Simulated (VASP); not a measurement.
Input of a VASP 6.6.1 run:

File INCAR:

```
SYSTEM = Cu
  PREC = Accurate
  ENCUT = 600
  EDIFF = 1E-7
  ISMEAR = -1
  SIGMA = 0.05
  LREAL = .False.
  LASPH = .True.
  NELM = 120
  ALGO = Normal
  ISIF = 3
  LWAVE = .False.
  LCHARG = .False.
  GGA = PE
  IBRION = 2
  NSW = 60
  EDIFFG = -0.005
  GGA_COMPAT = .False.
  NELMIN = 4
```

The input KPOINTS:

```
regular mesh
0
Gamma
  19 19 19
  0 0 0
```

POSCAR

```
Cu
1.0
    0.0000000000      1.8145933008      1.8145933008
    1.8145933008      0.0000000000      1.8145933008
    1.8145933008      1.8145933008      0.0000000000
Cu
1
Direct
    0.0000000000      0.0000000000      0.0000000000
```

Potentials or basis: VASP PAW PBE potentials, release 64 (Cu).

The run is started by

```bash
$ cat potpaw_PBE.64/Cu/POTCAR > POTCAR
$ mpirun -np 1 vasp_std > vasp.out
```

Problem. What does it give for the relaxed cell?

Solution. a = 2.570 Å, b = 2.570 Å, c = 2.570 Å, α = 60.00°, β = 60.00°, γ = 60.00°.

Problem. What does it give for the space group after relaxing (to 0.05 Å)?

Solution. Fm-3m (No. 225).

Problem. What does it give for the relaxed volume?

Solution. 12.00 Å³/atom.

Final structure:
```cif
data_structure
_symmetry_space_group_name_H-M 'P 1'
_symmetry_Int_Tables_number 1
_cell_length_a 2.5696
_cell_length_b 2.5696
_cell_length_c 2.5696
_cell_angle_alpha 60.000
_cell_angle_beta 60.000
_cell_angle_gamma 60.000
_cell_volume 12.00
loop_
_atom_site_label
_atom_site_type_symbol
_atom_site_fract_x
_atom_site_fract_y
_atom_site_fract_z
_atom_site_occupancy
Cu1 Cu 0.00000 0.00000 0.00000 1
```
